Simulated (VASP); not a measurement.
A run of VASP 6.6.1 is set up as follows.

File INCAR:

```
SYSTEM = Ir
ALGO = Normal
EDIFF = 1E-6
ENCUT = 520
GGA = PS
ISIF = 2
ISMEAR = -1
LASPH = .True.
LCHARG = .True.
LELF = .True.
LREAL = .False.
LVHAR = .True.
LWAVE = .False.
NBANDS = 16
NELM = 60
PREC = Accurate
SIGMA = 0.05
```

Contents of KPOINTS:

```
k-points
0
Gamma
  11 11 6
  0 0 0
```

Contents of POSCAR:

```
Ir
1.0
    2.6585366684      0.0000000000      0.0000000000
   -1.3292683342      2.3023602917      0.0000000000
    0.0000000000      0.0000000000      4.3164493187
Ir
2
Direct
    0.3333333333      0.6666666667      0.2500000000
    0.6666666667      0.3333333333      0.7500000000
```

Potentials or basis: VASP PAW PBE potentials, release 64 (Ir).

Command:

```bash
$ cat potpaw_PBE.64/Ir/POTCAR > POTCAR
$ mpirun -np 1 vasp_std > vasp.out
```

Q: What does it give for the band gap on the k mesh?

A: Zero (band 9 reaches 12.73 eV, above the bottom of band 10 at 9.07 eV).

Q: Estimate the pressure.

A: 31.7 GPa.

Stress tensor (GPa, compression positive):
```
31.67  0.00  0.00
 0.00 31.67  0.00
 0.00  0.00 31.84
```

Caveat: the PAW data sets were made with another functional, which shifts forces and pressure a little; spin-orbit coupling is left out, which moves the levels of the heavy elements.
